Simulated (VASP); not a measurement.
# Bi3Sb2 (P-3m1) in VASP: a series of runs

The runs below take Bi3Sb2 through single point, relaxation of cell and atoms, with PBE.

All numbers are computed with VASP 6.6.1; they aren't measurements. Logs are shortened: lines on timing, memory, paths and dates and some standing lists are left out, and cuts for length are marked.

## (1) The cell of the first run

Symmetry: P-3m1, No. 164, trigonal system. Conventional cell: a = 5.196 Å, b = 5.196 Å, c = 7.284 Å, α = 90.00°, β = 90.00°, γ = 120.00°. Sb (site symmetry 3m) has 8 Bi at 3.20 to 4.09 Å and 3 Sb at 4.20 Å within 4.3 Å. Bi (site symmetry -3m) has 6 Sb at 3.34 Å and 6 Bi at 3.98 Å within 4.4 Å. Bi (site symmetry 3m) has 5 Sb at 3.20 to 4.09 Å and 6 Bi at 3.64 to 3.98 Å within 4.2 Å.

## (2) Single point, PBE

Contents of INCAR:

```
SYSTEM = Bi3Sb2
PREC = Accurate ; ENCUT = 520
EDIFF = 1E-6 ; ISMEAR = 0
SIGMA = 0.1 ; LREAL = .False.
LASPH = .True. ; NELM = 60
ALGO = Fast ; ISIF = 2
LWAVE = .False. ; LCHARG = .False.
GGA = PE ; NBANDS = 36
```

Contents of KPOINTS:

```
Automatic mesh
0
Gamma
  6 6 4
  0 0 0
```

Contents of POSCAR:

```
Bi3Sb2
1.0
    5.1963101410      0.0000000000      0.0000000000
   -2.5981550705      4.5001365881      0.0000000000
    0.0000000000      0.0000000000      7.2839131348
Sb Bi
2 3
Direct
    0.3333333333      0.6666666667      0.2018592064
    0.6666666667      0.3333333333      0.7981407936
    0.0000000000      0.0000000000      0.0000000000
    0.3333333333      0.6666666667      0.6409989360
    0.6666666667      0.3333333333      0.3590010640
```

Potentials or basis: VASP PAW PBE potentials, release 64 (Sb, Bi_d).

Command:

```bash
$ cat potpaw_PBE.64/Sb/POTCAR potpaw_PBE.64/Bi_d/POTCAR > POTCAR
$ mpirun -np 1 vasp_std > vasp.out
```

OUTCAR:

```text
SYSTEM = Bi3Sb2
   PREC = Accurate
   ENCUT = 520
   EDIFF = 1E-6
   ISMEAR = 0
   LREAL = .False.
   LASPH = .True.
   NELM = 60
   ISIF = 2
   GGA = PE

 ion  position               nearest neighbor table
   1  0.333  0.667  0.202-   4 3.20   5 3.21   5 3.21   5 3.21   3 3.34   3 3.34   3 3.34
   2  0.667  0.333  0.798-   5 3.20   4 3.21   4 3.21   4 3.21   3 3.34   3 3.34   3 3.34
   3  0.000  0.000  0.000-   1 3.34   2 3.34   2 3.34   1 3.34   2 3.34   1 3.34
   4  0.333  0.667  0.641-   1 3.20   2 3.21   2 3.21   2 3.21   5 3.64   5 3.64   5 3.64
   5  0.667  0.333  0.359-   2 3.20   1 3.21   1 3.21   1 3.21   4 3.64   4 3.64   4 3.64

  LATTYP: Found a hexagonal cell.
 ALAT       =     5.1963101410
 C/A-ratio  =     1.4017471893

  Lattice vectors:

 A1 = (   5.1963101410,   0.0000000000,   0.0000000000)
 A2 = (  -2.5981550705,   4.5001365881,   0.0000000000)
 A3 = (   0.0000000000,   0.0000000000,   7.2839131348)

Analysis of symmetry for initial positions (statically):
=====================================================================
 Subroutine PRICEL returns:
 Original cell was already a primitive cell.

 Routine SETGRP: Setting up the symmetry group for a
 hexagonal supercell.

 Subroutine GETGRP returns: Found 12 space group operations
 (whereof 12 operations were pure point group operations)
 out of a pool of 24 trial point group operations.

The static configuration has the point symmetry D_3d.

Analysis of symmetry for dynamics (positions and initial velocities):
=====================================================================
 Subroutine PRICEL returns:
 Original cell was already a primitive cell.

 Routine SETGRP: Setting up the symmetry group for a
 hexagonal supercell.

 Subroutine GETGRP returns: Found 12 space group operations
 (whereof 12 operations were pure point group operations)
 out of a pool of 24 trial point group operations.

The dynamic configuration has the point symmetry D_3d.

 Subroutine INISYM returns: Found 12 space group operations
 (whereof 12 operations are pure point group operations),
 and found     1 'primitive' translations

----------------------------------------------------------------------------------------

                                     Primitive cell

  volume of cell :     170.3278

  direct lattice vectors                    reciprocal lattice vectors
     5.196310141  0.000000000  0.000000000     0.192444248  0.111107739  0.000000000
    -2.598155070  4.500136588  0.000000000     0.000000000  0.222215477  0.000000000
     0.000000000  0.000000000  7.283913135     0.000000000  0.000000000  0.137288842

  length of vectors
     5.196310141  5.196310141  7.283913135     0.222215477  0.222215477  0.137288842

  position of ions in fractional coordinates (direct lattice)
     0.333333333  0.666666667  0.201859206
     0.666666667  0.333333333  0.798140794
     0.000000000  0.000000000  0.000000000
     0.333333333  0.666666667  0.640998936
     0.666666667  0.333333333  0.359001064

  ion indices of the primitive-cell ions
   primitive index   ion index
                 1           1
                 2           2
                 3           3
                 4           4
                 5           5

----------------------------------------------------------------------------------------

 KPOINTS: Automatic mesh

Automatic generation of k-mesh.
 Grid dimensions read from file:
 generate k-points for:    6    6    4

 Generating k-lattice:

  Cartesian coordinates                     Fractional coordinates (reciprocal lattice)
     0.032074041  0.018517956  0.000000000     0.166666667  0.000000000  0.000000000
     0.000000000  0.037035913  0.000000000     0.000000000  0.166666667  0.000000000
     0.000000000  0.000000000  0.034322211     0.000000000  0.000000000  0.250000000

  Length of vectors
     0.037035913  0.037035913  0.034322211

  Shift w.r.t. Gamma in fractional coordinates (k-lattice)
     0.000000000  0.000000000  0.000000000

 Subroutine IBZKPT returns following result:
 ===========================================

 Found     24 irreducible k-points:

 Following reciprocal coordinates:
            Coordinates               Weight
  0.000000  0.000000  0.000000      1.000000
  0.166667  0.000000  0.000000      6.000000
  0.333333  0.000000  0.000000      6.000000
  0.500000  0.000000  0.000000      3.000000
  0.166667  0.166667  0.000000      6.000000
  0.333333  0.166667  0.000000     12.000000
[... 16 lines left out ...]
  0.333333  0.166667  0.500000     12.000000
  0.333333  0.333333  0.500000      2.000000
   k-points           NKPTS =     24   k-points in BZ     NKDIM =     24   number of bands    NBANDS=     36
   number of dos      NEDOS =    301   number of ions     NIONS =      5
   total plane-waves  NPLWV =  86400
   dimension x,y,z NGX =    40 NGY =   40 NGZ =   54
   dimension x,y,z NGXF=    80 NGYF=   80 NGZF=  108
   ions per type =               2   3
   NGX,Y,Z   is equivalent  to a cutoff of  12.80, 12.80, 12.32 a.u.
   NGXF,Y,Z  is equivalent  to a cutoff of  25.59, 25.59, 24.65 a.u.
 SYSTEM =  Bi3Sb2
   PREC   = accura    normal or accurate (medium, high low for compatibility)
   ISTART =      0    job   : 0-new  1-cont  2-samecut
   ICHARG =      2    charge: 1-file 2-atom 10-const
   ISPIN  =      1    spin polarized calculation?
   LNONCOLLINEAR =      F non collinear calculations
   LSORBIT =      F    spin-orbit coupling
   LASPH  =      T    aspherical Exc in radial PAW
   ENCUT  =  520.0 eV  38.22 Ry    6.18 a.u.   9.66  9.66 13.54*2*pi/ulx,y,z
   NELM   =     60;   NELMIN=  2; NELMDL= -5     # of ELM steps
   EDIFF  = 0.1E-05   stopping-criterion for ELM
   LREAL  =      F    real-space projection
   EDIFFG = 0.1E-04   stopping-criterion for IOM
   NSW    =      0    number of steps for IOM
   IBRION =     -1    ionic relax: 0-MD 1-quasi-New 2-CG
   NFREE  =      0    steps in history (QN), initial steepest desc. (CG)
   ISIF   =      2    stress and relaxation
   ISYM   =      2    0-nonsym 1-usesym 2-fastsym
   POTIM  = 0.5000    time-step for ionic-motion
   TEBEG  =    0.0;   TEEND  =   0.0 temperature during run
   PSTRESS=    0.0 pullay stress
   NELECT =      55.0000    total number of electrons
   NUPDOWN=      -1.0000    fix difference up-down
   EMIN   =  10.00;   EMAX   =-10.00  energy-range for DOS
   EFERMI =   0.00;   METHOD = LEGACY
   ISMEAR =     0;   SIGMA  =   0.10  broadening in eV -4-tet -1-fermi 0-gaus
   EFERMI_NEDOS =   21; number of points for ismear=-14 and -15
   IALGO  =     68    algorithm
   IMIX   =      4    mixing-type and parameters
     AMIX     =   0.40;   BMIX     =  1.00
     AMIX_MAG =   1.60;   BMIX_MAG =  1.00
  volume/ion in A,a.u.               =      34.07       229.89
  Fermi-wavevector in a.u.,A,eV,Ry     =   1.123140  2.122427 17.162980  1.261443
  Thomas-Fermi vector in A             =   2.259804
   LORBIT       =      0    0 simple, 1 ext, 2 COOP (PROOUT), +10 PAW based schemes
   GGA     = PE    functional components
   LHFCALC =     F    Hartree Fock is set to
   AEXX    =    0.0000 exact exchange contribution
   IVDW    =     0    specifies the selected vdW correction
   LEPSILON=     F    determine dielectric tensor
   LRPA    =     F    only Hartree local field effects (RPA)
 non-spin polarized calculation
 RMM-DIIS sequential band-by-band and
 Gauss-broadening in eV      SIGMA  =   0.10
  energy-cutoff  :      520.00
  volume of cell :      170.33
 maximum number of plane-waves:      4629
 NGX is ok and might be reduce to    40
   NGX = 19   NGY = 19   NGZ = 27

 number of electron      55.0000006 magnetization

 Free energy of the ion-electron system (eV)
  ---------------------------------------------------
  ext. energy  EPLUGINS =         0.00000000
  ---------------------------------------------------
  free energy    TOTEN  =       -18.92528873 eV

  energy without entropy =      -18.90907417  energy(sigma->0) =      -18.91718145

 E-fermi :   6.5757     XC(G=0):  -9.4369

 val. band max:        6.5041112690   @ k =   0.3333   0.1667   0.5000
 cond. band min:       6.6317621591   @ k =   0.1667   0.0000   0.5000
 fundamental gap:      0.1276508901
 Fermi energy:         6.5757079307

 k-point     1 :       0.0000    0.0000    0.0000
  band No.  band energies     occupation
      1     -16.6119      2.00000
      2     -16.6119      2.00000
      3     -16.6029      2.00000
      4     -16.5926      2.00000
      5     -16.5926      2.00000
      6     -16.5689      2.00000
[... 28 lines left out ...]
     35       9.6812      0.00000
     36      10.6826      0.00000

 k-point     2 :       0.1667    0.0000    0.0000
  band No.  band energies     occupation
      1     -16.6112      2.00000
      2     -16.6072      2.00000
      3     -16.6015      2.00000
      4     -16.5926      2.00000
      5     -16.5904      2.00000
      6     -16.5698      2.00000
[... 28 lines left out ...]
     35       9.4534      0.00000
     36      11.1851      0.00000

 k-point     3 :       0.3333    0.0000    0.0000
  band No.  band energies     occupation
      1     -16.6097      2.00000
      2     -16.6011      2.00000
      3     -16.5942      2.00000
      4     -16.5897      2.00000
      5     -16.5845      2.00000
      6     -16.5736      2.00000
[... 28 lines left out ...]
     35      10.0724      0.00000
     36      11.8646      0.00000

 k-point     4 :       0.5000    0.0000    0.0000
  band No.  band energies     occupation
      1     -16.6090      2.00000
      2     -16.6012      2.00000
      3     -16.5851      2.00000
      4     -16.5850      2.00000
      5     -16.5776      2.00000
      6     -16.5775      2.00000
[... 28 lines left out ...]
     35      10.4039      0.00000
     36      11.4558      0.00000

 k-point     5 :       0.1667    0.1667    0.0000
  band No.  band energies     occupation
      1     -16.6101      2.00000
      2     -16.6008      2.00000
      3     -16.5972      2.00000
      4     -16.5927      2.00000
      5     -16.5854      2.00000
      6     -16.5729      2.00000
[... 655 lines left out ...]
 k-point    22 :       0.1667    0.1667    0.5000
  band No.  band energies     occupation
      1     -16.6100      2.00000
      2     -16.6008      2.00000
      3     -16.5975      2.00000
      4     -16.5926      2.00000
      5     -16.5855      2.00000
      6     -16.5728      2.00000
[... 28 lines left out ...]
     35       9.5876      0.00000
     36      12.1109      0.00000

 k-point    23 :       0.3333    0.1667    0.5000
  band No.  band energies     occupation
      1     -16.6094      2.00000
      2     -16.5984      2.00000
      3     -16.5897      2.00000
      4     -16.5857      2.00000
      5     -16.5791      2.00000
      6     -16.5776      2.00000
[... 28 lines left out ...]
     35      10.2447      0.00000
     36      11.9699      0.00000

 k-point    24 :       0.3333    0.3333    0.5000
  band No.  band energies     occupation
      1     -16.6087      2.00000
      2     -16.5931      2.00000
      3     -16.5931      2.00000
      4     -16.5832      2.00000
      5     -16.5748      2.00000
      6     -16.5748      2.00000
[... 28 lines left out ...]
     35      10.3297      0.00000
     36      12.2688      0.00000

------------------------ aborting loop because EDIFF is reached ----------------------------------------

  FORCE on cell =-STRESS in cart. coord.  units (eV):
  Direction    XX          YY          ZZ          XY          YZ          ZX
  --------------------------------------------------------------------------------------
  -------------------------------------------------------------------------------------
  Total        0.0937933      0.0937933      0.1335708      0.0000000     -0.0000000      0.0000000
  in kB        0.8822602      0.8822602      1.2564254      0.0000000     -0.0000000      0.0000000
  external PRESSURE =       1.0069820 kB  Pullay stress =       0.0000000 kB

 VOLUME and BASIS-vectors are now :
 -----------------------------------------------------------------------------
  energy-cutoff  :      520.00
  volume of cell :      170.33
      direct lattice vectors                 reciprocal lattice vectors
     5.196310141  0.000000000  0.000000000     0.192444248  0.111107739  0.000000000
    -2.598155070  4.500136588  0.000000000     0.000000000  0.222215477  0.000000000
     0.000000000  0.000000000  7.283913135     0.000000000  0.000000000  0.137288842

 POSITION                                       TOTAL-FORCE (eV/Angst)
 -----------------------------------------------------------------------------------
     -0.00000      3.00009      1.47032         0.000000      0.000000     -0.019427
      2.59816      1.50005      5.81359        -0.000000     -0.000000      0.019427
      0.00000      0.00000      0.00000         0.000000      0.000000      0.000000
     -0.00000      3.00009      4.66898        -0.000000      0.000000     -0.019121
      2.59816      1.50005      2.61493         0.000000     -0.000000      0.019121
 -----------------------------------------------------------------------------------
    total drift:                                0.000000      0.000000      0.000000

  FREE ENERGIE OF THE ION-ELECTRON SYSTEM (eV)
  ---------------------------------------------------
  free  energy   TOTEN  =       -18.9252887313 eV

  energy  without entropy=      -18.9090741727  energy(sigma->0) =      -18.91718145
```

Wall time 92 s (1 thread of Intel Xeon 6975P-C (Granite Rapids), shared host); peak memory 0.35 GiB.

What came out:

| Item | Value |
| --- | --- |
| Free energy | -18.9253 eV |
| Pressure | 0.1 GPa |
| Largest force | 0.019 eV/Å |
| Band gap on the k mesh | zero (an odd number of electrons rules out a gap without spin polarisation) |

Forces on the atoms (eV/Å):
```
Sb   0.000  0.000 -0.019
Sb   0.000  0.000  0.019
Bi   0.000  0.000  0.000
Bi   0.000  0.000 -0.019
Bi   0.000  0.000  0.019
```

Caveat: spin-orbit coupling is left out, which moves the levels of the heavy elements.

(Part 1 of 2 ends here.)

The gap in the log of VASP goes by the Fermi energy; the results here count the filled bands.